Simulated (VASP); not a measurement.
Set up this calculation in VASP 6.6.1, as the native input.

| Item | Value |
| --- | --- |
| Task | single point |
| Functional | PBEsol |
| Potentials or basis | VASP PAW PBE potentials, release 64 (Na_pv, H) |
| Cutoff | 520 eV |
| k mesh | 1 × 1 × 17 |
| Occupations | gaussian, width 0.05 eV |
| Spin | collinear spin |
| Starting moments | [0.5, 0.0] μB |
| Dipole correction | no |
| Further INCAR settings | ALGO = Normal; EDIFF = 1e-06; NBANDS = 15 |

The structure of NaH lies in POSCAR:

```
NaH
1.0
   10.0000000000      0.0000000000      0.0000000000
    0.0000000000      9.3000000000      0.0000000000
    0.0000000000      0.0000000000      4.0130309835
Na H
1 1
Direct
    0.5010210284      0.5000000000      0.0000000000
    0.4989789716      0.5000000000      0.5000000000
```

The input as run:

INCAR

```
ALGO = Normal
EDIFF = 1E-6
ENCUT = 520
GGA = PS
ISIF = 2
ISMEAR = 0
ISPIN = 2
LASPH = True
LCHARG = False
LORBIT = 11
LREAL = False
LWAVE = False
MAGMOM = 0.5 0
NBANDS = 15
NELM = 150
PREC = Accurate
SIGMA = 0.05
```

KPOINTS

```
k-points
0
Gamma
  1 1 17
```

Potentials or basis: VASP PAW PBE potentials, release 64 (Na_pv, H).

Launch:

```console
$ cat potpaw_PBE.64/Na_pv/POTCAR potpaw_PBE.64/H/POTCAR > POTCAR
$ mpirun -np 1 vasp_std > vasp.out
```

Results of the run:

The largest force is 0.008 eV/Å. The band gap on the k mesh is 3.94 eV (least direct gap 4.45 eV). The net moment is 0.00 μB per cell. The valence electrons inside the program's atomic spheres are Na 6.06; H 0.50.

Caveat: the PAW data sets were made with another functional, which shifts forces and pressure a little.

It took 120 s on 1 thread of Oxide Virtual Turin-like Processor (shared host), peak memory 0.53 GiB.
